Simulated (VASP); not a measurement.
Write the native input for VASP 6.6.1 that does the following.

- Task: single point
- Functional: PBEsol
- Potentials or basis: VASP PAW PBE potentials, release 64 (Sn_d, O)
- Cutoff: 520 eV
- k mesh: 6 × 6 × 10
- Occupations: gaussian, width 0.05 eV
- Spin: no spin polarisation
- Dipole correction: no
- Further INCAR settings: ALGO = Normal; EDIFF = 1e-06; NBANDS = 35

The structure of SnO2 lies in POSCAR:

```
SnO2
1.0
    4.8275742947      0.0000000000      0.0000000000
    0.0000000000      4.8275742947      0.0000000000
    0.0000000000      0.0000000000      3.2381011166
Sn O
2 4
Direct
    0.0000000000      0.0000000000      0.0000000000
    0.5000000000      0.5000000000      0.5000000000
    0.3065775573      0.3065775573      0.0000000000
    0.8065775573      0.1934224427      0.5000000000
    0.1934224427      0.8065775573      0.5000000000
    0.6934224427      0.6934224427      0.0000000000
```

These files were run (other wordings do the same):

INCAR

```
SYSTEM = SnO2
ALGO = Normal
EDIFF = 1E-6
ENCUT = 520
GGA = PS
ISIF = 2
ISMEAR = 0
LASPH = .TRUE.
LCHARG = .FALSE.
LREAL = .FALSE.
LWAVE = .FALSE.
NBANDS = 35
NELM = 60
PREC = Accurate
SIGMA = 0.05
```

KPOINTS

```
k-points
0
G
  6 6 10
  0 0 0
```

Potentials or basis: VASP PAW PBE potentials, release 64 (Sn_d, O).

Command:

```bash
$ cat potpaw_PBE.64/Sn_d/POTCAR potpaw_PBE.64/O/POTCAR > POTCAR
$ mpirun -np 1 vasp_std > vasp.out
```

Results of the run:

```json
{"Pressure": "-5.3 GPa", "Largest force": "0.045 eV/Å", "Band gap on the k mesh": "0.58 eV"}
```

Caveat: the cell stands under tension; the PAW data sets were made with another functional, which shifts forces and pressure a little; spin-orbit coupling is left out, which moves the levels of the heavy elements.

It took 94 s on 1 thread of Intel(R) Xeon(R) 6975P-C (Granite Rapids), with other jobs on the host, peak memory 0.26 GiB.
